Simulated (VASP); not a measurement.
A run of VASP 6.6.1 is set up as follows.

File INCAR:

```
  PREC = Accurate
  ENCUT = 520
  EDIFF = 1E-6
  ISMEAR = 1
  SIGMA = 0.05
  LREAL = False
  LASPH = True
  NELM = 150
  ALGO = Normal
  ISIF = 2
  LWAVE = False
  LCHARG = False
  ISPIN = 2
  MAGMOM = -1 -2 4
  LORBIT = 11
  LMAXMIX = 4
  GGA = PS
  NBANDS = 25
```

KPOINTS

```
regular mesh
0
Gamma
  5 5 5
```

POSCAR

```
Ba2Os
1.0
    0.0000000000      3.6665231083      0.0000001252
    3.6665231083      0.0000000000      0.0000001252
    1.8332617914      1.8332617914     -6.9493901616
Os Ba
1 2
Direct
    0.0000000661      0.0000000661     -0.0000001322
    0.3737846166      0.3737846166      0.2524307668
    0.6262153173      0.6262153173      0.7475693653
```

Potentials or basis: VASP PAW PBE potentials, release 64 (Os, Ba_sv).

The run is started by

```sh
$ cat potpaw_PBE.64/Os/POTCAR potpaw_PBE.64/Ba_sv/POTCAR > POTCAR
$ mpirun -np 1 vasp_std > vasp.out
```

Task: Predict the net moment.

Result: -0.09 μB per cell.

Task: Predict the pressure.

Result: 1.8 GPa.

Forces on the atoms (eV/Å):
```
Os   0.000  0.000  0.000
Ba   0.000  0.000 -0.261
Ba   0.000  0.000  0.261
```

Caveat: the PAW data sets were made with another functional, which shifts forces and pressure a little.
